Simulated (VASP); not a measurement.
GaP, 2 atoms in the cell. The structure is tetragonal, space group I-4m2 (No. 119). The conventional cell has a = 4.066 Å, b = 4.066 Å, c = 5.451 Å, α = 90.00°, β = 90.00°, γ = 90.00°. Ga (site symmetry -4m2) has 4 P at 2.45 Å within 3.2 Å. P (site symmetry -4m2) has 4 Ga at 2.45 Å within 3.2 Å.  This cell differs from its parent crystal: volume 22.529 Å^3 an atom, c/a of the conventional cell 0.9480.

```yaml
Program: VASP 6.6.1
Task: single point
Functional: PBE
Potentials_or_basis: VASP PAW PBE potentials, release 64 (Ga_d, P)
Cutoff: 520 eV
k_mesh: 10 × 10 × 10
Occupations: gaussian, width 0.05 eV
Spin: no spin polarisation
Dipole_correction: no
Further_INCAR_settings: ALGO = Normal; EDIFF = 1e-06; NBANDS = 16
```

Potentials or basis: VASP PAW PBE potentials, release 64 (Ga_d, P).

The run is started by

```sh
$ cat potpaw_PBE.64/Ga_d/POTCAR potpaw_PBE.64/P/POTCAR > POTCAR
$ mpirun -np 1 vasp_std > vasp.out
```

Hardware: 1 thread of Intel Xeon 6975P-C, with other jobs on the host.

Task: How long does it take, and how much memory?

Result: It took 61 s on 1 thread of Intel Xeon 6975P-C, on a shared host, peak memory 0.22 GiB. Counts: scf iterations 12, k points 102.
